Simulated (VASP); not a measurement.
# Os (P6_3/mmc) in VASP: further runs

The runs below take Os through single point, with BLYP, r2SCAN+D3(BJ).

Everything below comes from runs of VASP 6.6.1. Logs are shortened: lines on timing, memory, paths and dates and some standing lists are left out, and cuts for length are marked.

### Step 1. The cell of the first run

It takes space group P6_3/mmc (No. 194, hexagonal). The conventional cell has a = 2.770 Å, b = 2.770 Å, c = 4.377 Å, α = 90.00°, β = 90.00°, γ = 120.00°. Os (site symmetry -6m2) has 12 Os at 2.71 to 2.77 Å within 3.6 Å.

### Step 2. Single point, BLYP

The input, INCAR:

```
SYSTEM = Os
PREC     = Accurate       ! precision mode
ENCUT    = 520            ! plane-wave cutoff, eV
EDIFF    = 1E-7           ! SCF threshold, eV
ISMEAR   = -1             ! smearing method
SIGMA    = 0.05           ! smearing width, eV
LREAL    = .False.        ! projectors in reciprocal space
LASPH    = .True.         ! aspherical terms in the spheres
NELM     = 60             ! most SCF steps
ALGO     = Fast           ! electronic algorithm
ISIF     = 2              ! what is computed and relaxed
LWAVE    = .False.        ! write WAVECAR
LCHARG   = .True.         ! write CHGCAR
GGA      = B5             ! functional
ALDAX    = 1.0          
AGGAX    = 1.0          
AGGAC    = 1.0          
ALDAC    = 0.0          
LELF     = .True.         ! ELF
LVHAR    = .True.       
NBANDS   = 15             ! bands
```

The input, KPOINTS:

```
regular mesh
0
Gamma
  11 11 6
  0 0 0
```

The input, POSCAR:

```
Os
1.0
    2.7700791260      0.0000000000      0.0000000000
   -1.3850395630      2.3989588936      0.0000000000
    0.0000000000      0.0000000000      4.3765446767
Os
2
Direct
    0.6666666667      0.3333333333      0.7500000000
    0.3333333333      0.6666666667      0.2500000000
```

Potentials or basis: VASP PAW PBE potentials, release 64 (Os).

Started as:

```console
$ cat potpaw_PBE.64/Os/POTCAR > POTCAR
$ mpirun -np 1 vasp_std > vasp.out
```

OUTCAR:

```text
SYSTEM = Os
   PREC = Accurate
   ENCUT = 520
   EDIFF = 1E-7
   ISMEAR = -1
   LREAL = .False.
   LASPH = .True.
   NELM = 60
   ISIF = 2
   GGA = B5

 ion  position               nearest neighbor table
   1  0.667  0.333  0.750-   2 2.71   2 2.71   2 2.71   2 2.71   2 2.71   2 2.71
   2  0.333  0.667  0.250-   1 2.71   1 2.71   1 2.71   1 2.71   1 2.71   1 2.71

  LATTYP: Found a hexagonal cell.
 ALAT       =     2.7700791260
 C/A-ratio  =     1.5799348963

  Lattice vectors:

 A1 = (   2.7700791260,   0.0000000000,   0.0000000000)
 A2 = (  -1.3850395630,   2.3989588936,   0.0000000000)
 A3 = (   0.0000000000,   0.0000000000,   4.3765446767)

Analysis of symmetry for initial positions (statically):
=====================================================================
 Subroutine PRICEL returns:
 Original cell was already a primitive cell.

 Routine SETGRP: Setting up the symmetry group for a
 hexagonal supercell.

 Subroutine GETGRP returns: Found 24 space group operations
 (whereof 12 operations were pure point group operations)
 out of a pool of 24 trial point group operations.

The static configuration has the point symmetry D_3d.
 The point group associated with its full space group is D_6h.

Analysis of symmetry for dynamics (positions and initial velocities):
=====================================================================
 Subroutine PRICEL returns:
 Original cell was already a primitive cell.

 Routine SETGRP: Setting up the symmetry group for a
 hexagonal supercell.

 Subroutine GETGRP returns: Found 24 space group operations
 (whereof 12 operations were pure point group operations)
 out of a pool of 24 trial point group operations.

The dynamic configuration has the point symmetry D_3d.
 The point group associated with its full space group is D_6h.

 Subroutine INISYM returns: Found 24 space group operations
 (whereof 12 operations are pure point group operations),
 and found     1 'primitive' translations

----------------------------------------------------------------------------------------

                                     Primitive cell

  volume of cell :      29.0835

  direct lattice vectors                    reciprocal lattice vectors
     2.770079126  0.000000000  0.000000000     0.361000518  0.208423746  0.000000000
[... 88 lines left out ...]
   EDIFFG = 0.1E-05   stopping-criterion for IOM
   NSW    =      0    number of steps for IOM
   IBRION =     -1    ionic relax: 0-MD 1-quasi-New 2-CG
   NFREE  =      0    steps in history (QN), initial steepest desc. (CG)
   ISIF   =      2    stress and relaxation
   ISYM   =      2    0-nonsym 1-usesym 2-fastsym
   POTIM  = 0.5000    time-step for ionic-motion
   TEBEG  =    0.0;   TEEND  =   0.0 temperature during run
   PSTRESS=    0.0 pullay stress
   NELECT =      16.0000    total number of electrons
   NUPDOWN=      -1.0000    fix difference up-down
   EMIN   =  10.00;   EMAX   =-10.00  energy-range for DOS
   EFERMI =   0.00;   METHOD = LEGACY
   ISMEAR =    -1;   SIGMA  =   0.05  broadening in eV -4-tet -1-fermi 0-gaus
   EFERMI_NEDOS =   21; number of points for ismear=-14 and -15
   IALGO  =     68    algorithm
   IMIX   =      4    mixing-type and parameters
     AMIX     =   0.40;   BMIX     =  1.00
     AMIX_MAG =   1.60;   BMIX_MAG =  1.00
  volume/ion in A,a.u.               =      14.54        98.13
  Fermi-wavevector in a.u.,A,eV,Ry     =   1.341424  2.534924 24.482570  1.799418
  Thomas-Fermi vector in A             =   2.469659
   LORBIT       =      0    0 simple, 1 ext, 2 COOP (PROOUT), +10 PAW based schemes
   GGA     = B5    functional components
   LHFCALC =     F    Hartree Fock is set to
   AEXX    =    0.0000 exact exchange contribution
   IVDW    =     0    specifies the selected vdW correction
   LEPSILON=     F    determine dielectric tensor
   LRPA    =     F    only Hartree local field effects (RPA)
 non-spin polarized calculation
 RMM-DIIS sequential band-by-band and
  energy-cutoff  :      520.00
  volume of cell :       29.08
 maximum number of plane-waves:       797
 NGX is ok and might be reduce to    24
   NGX = 11   NGY = 11   NGZ = 17

 number of electron      15.9999999 magnetization

 Free energy of the ion-electron system (eV)
  ---------------------------------------------------
  ext. energy  EPLUGINS =         0.00000000
  ---------------------------------------------------
  free energy    TOTEN  =       -19.27229320 eV

  energy without entropy =      -19.25743952  energy(sigma->0) =      -19.26486636

 E-fermi :   9.4415     XC(G=0): -13.1247

 val. band max:        9.4168948598   @ k =   0.3636   0.0000   0.3333
 cond. band min:       9.4953604497   @ k =   0.2727   0.0000   0.0000
 fundamental gap:      0.0784655899
 Fermi energy:         9.4414591691

 k-point     1 :       0.0000    0.0000    0.0000
  band No.  band energies     occupation
      1      -0.9079      2.00000
      2       2.1293      2.00000
      3       6.5994      2.00000
      4       6.5994      2.00000
      5       6.8209      2.00000
      6       7.3776      2.00000
      7       7.3776      2.00000
      8       7.9816      2.00000
      9       7.9816      2.00000
     10       9.8369      0.00074
     11      11.0706      0.00000
     12      11.0706      0.00000
     13      18.1574      0.00000
     14      23.8859      0.00000
[... 401 lines left out ...]
      2       3.6715      2.00000
      3       5.0379      2.00000
      4       5.2256      2.00000
      5       6.3705      2.00000
      6       6.9513      2.00000
      7       7.5152      2.00000
      8       8.3925      2.00000
      9       8.9760      1.99982
     10       9.3133      1.85680
     11      11.4623      0.00000
     12      14.8264      0.00000
     13      19.7552      0.00000
     14      24.3492      0.00000
     15      25.4905      0.00000

 [... further k-points ...]
[... 5 lines left out ...]
  --------------------------------------------------------------------------------------
  -------------------------------------------------------------------------------------
  Total        2.2289801      2.2289801      2.1332590      0.0000000      0.0000000      0.0000000
  in kB      122.7920989    122.7920989    117.5189306      0.0000000      0.0000000      0.0000000
  external PRESSURE =     121.0343762 kB  Pullay stress =       0.0000000 kB

 VOLUME and BASIS-vectors are now :
 -----------------------------------------------------------------------------
  energy-cutoff  :      520.00
  volume of cell :       29.08
      direct lattice vectors                 reciprocal lattice vectors
     2.770079126  0.000000000  0.000000000     0.361000518  0.208423746  0.000000000
    -1.385039563  2.398958894  0.000000000     0.000000000  0.416847493  0.000000000
     0.000000000  0.000000000  4.376544677     0.000000000  0.000000000  0.228490756

 POSITION                                       TOTAL-FORCE (eV/Angst)
 -----------------------------------------------------------------------------------
      1.38504      0.79965      3.28241         0.000000     -0.000000      0.000000
     -0.00000      1.59931      1.09414        -0.000000      0.000000      0.000000
 -----------------------------------------------------------------------------------
    total drift:                                0.000000     -0.000000     -0.000000

  FREE ENERGIE OF THE ION-ELECTRON SYSTEM (eV)
  ---------------------------------------------------
  free  energy   TOTEN  =       -19.2722932038 eV

  energy  without entropy=      -19.2574395223  energy(sigma->0) =      -19.26486636
```

Run time: 43 s. Hardware: 1 thread of AMD EPYC 7R13 (Zen 3), shared host; peak memory 0.13 GiB.

What came out:

| Item | Value |
| --- | --- |
| Free energy | -19.2723 eV |
| Pressure | 12.1 GPa |
| Band gap on the k mesh | zero (band 8 reaches 11.43 eV, above the bottom of band 9 at 7.77 eV) |

Stress tensor (GPa, compression positive):
```
12.28  0.00  0.00
 0.00 12.28  0.00
 0.00  0.00 11.75
```

Levels at points of the mesh, in eV from the Fermi level:
| k point | band 5 | band 6 | band 7 | band 8 | band 9 | band 10 | band 11 | band 12 |
| --- | --- | --- | --- | --- | --- | --- | --- | --- |
| (0.00, 0.00, 0.00) | -2.62 | -2.06 | -2.06 | -1.46 | -1.46 | 0.40 | 1.63 | 1.63 |
| (0.00, 0.00, 0.50) | -3.03 | -3.03 | -3.03 | -3.03 | 0.85 | 0.85 | 0.85 | 0.85 |

Caveat: the PAW data sets were made with another functional, which shifts forces and pressure a little; spin-orbit coupling is left out, which moves the levels of the heavy elements.

(Continued in part 2 of 2.)
